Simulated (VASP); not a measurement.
Set up this calculation in VASP 6.6.1, as the native input.

```
Task                   : single point
Functional             : PBEsol
Potentials or basis    : VASP PAW PBE potentials, release 64 (Cu, Pd)
Cutoff                 : 520 eV
k mesh                 : 9 × 9 × 9
Occupations            : fermi-dirac, width 0.05 eV
Spin                   : no spin polarisation
Dipole correction      : no
Further INCAR settings : ALGO = Normal; EDIFF = 1e-07; NBANDS = 30
```

The structure of Cu3Pd lies in POSCAR:

```
Cu3Pd
1.0
    3.7220000000     -0.0186100000     -0.0186100000
   -0.0186100000      3.7220000000     -0.0186100000
   -0.0186100000     -0.0186100000      3.7220000000
Cu Pd
3 1
Direct
    0.0000000000      0.5000000000      0.5000000000
    0.5000000000      0.0000000000      0.5000000000
    0.5000000000      0.5000000000      0.0000000000
    0.0000000000      0.0000000000      0.0000000000
```

This cell differs from its parent crystal: equal xy, yz and zx shear strains of -1 %.

These files were run (other wordings do the same):

INCAR

```
PREC = Accurate
ENCUT = 520
EDIFF = 1E-7
ISMEAR = -1
SIGMA = 0.05
LREAL = False
LASPH = True
NELM = 100
ALGO = Normal
ISIF = 2
LWAVE = False
LCHARG = False
GGA = PS
NBANDS = 30
```

KPOINTS

```
regular mesh
0
Gamma
  9 9 9
```

Potentials or basis: VASP PAW PBE potentials, release 64 (Cu, Pd).

Run with:

```sh
$ cat potpaw_PBE.64/Cu/POTCAR potpaw_PBE.64/Pd/POTCAR > POTCAR
$ mpirun -np 1 vasp_std > vasp.out
```

Results of the run:

```json
{"Pressure": "-7.9 GPa"}
```

Caveat: the cell differs from its parent crystal (equal xy, yz and zx shear strains of -1 %); the PAW data sets were made with another functional, which shifts forces and pressure a little.

Run time: 100 s on 1 thread of Intel Xeon 6975P-C, with other jobs on the host, peak memory 0.24 GiB.
